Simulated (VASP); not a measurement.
Here is a VASP 6.6.1 calculation.

The input INCAR:

```
SYSTEM = AgAu3
  ALGO = Normal
  EDIFF = 1E-7
  EDIFFG = -0.02
  ENCUT = 600
  GGA = CA
  IBRION = 2
  ISIF = 8
  ISMEAR = -1
  LASPH = .TRUE.
  LCHARG = .FALSE.
  LREAL = .FALSE.
  LWAVE = .FALSE.
  NELM = 60
  NSW = 80
  PREC = Accurate
  SIGMA = 0.1
```

File KPOINTS:

```
k-points
0
G
  6 6 6
  0 0 0
```

Contents of POSCAR:

```
AgAu3
1.0
    4.1216320000      0.0000000000      0.0000000000
    0.0000000000      4.1216320000      0.0000000000
    0.0000000000      0.0000000000      4.1216320000
Ag Au
1 3
Direct
    0.5000000000      0.5000000000      0.5000000000
    0.5000000000      0.0000000000      0.0000000000
    0.0000000000      0.5000000000      0.0000000000
    0.0000000000      0.0000000000      0.5000000000
```

Potentials or basis: VASP PAW LDA potentials, release 64 (Ag, Au).

The run is started by

```console
$ cat potpaw_LDA.64/Ag/POTCAR potpaw_LDA.64/Au/POTCAR > POTCAR
$ mpirun -np 1 vasp_std > vasp.out
```

Problem. Predict the relaxed cell.

Solution. a = 4.038 Å, b = 4.038 Å, c = 4.038 Å, α = 90.00°, β = 90.00°, γ = 90.00°.

Problem. What does it give for the space group after relaxing (to 0.05 Å)?

Solution. Pm-3m (No. 221).

The path:
| step | energy change (eV) | largest force (eV/Å) | pressure (GPa) | volume (Å³) |
| --- | --- | --- | --- | --- |
| 1 | 0.0000 | 0.0000 | -9.33 | 70.02 |
| 2 | 0.2005 | 0.0000 | 20.81 | 60.18 |
| 3 | -0.1310 | 0.0000 | -0.26 | 65.92 |
| 4 | -0.1310 | 0.0000 | -0.04 | 65.84 |
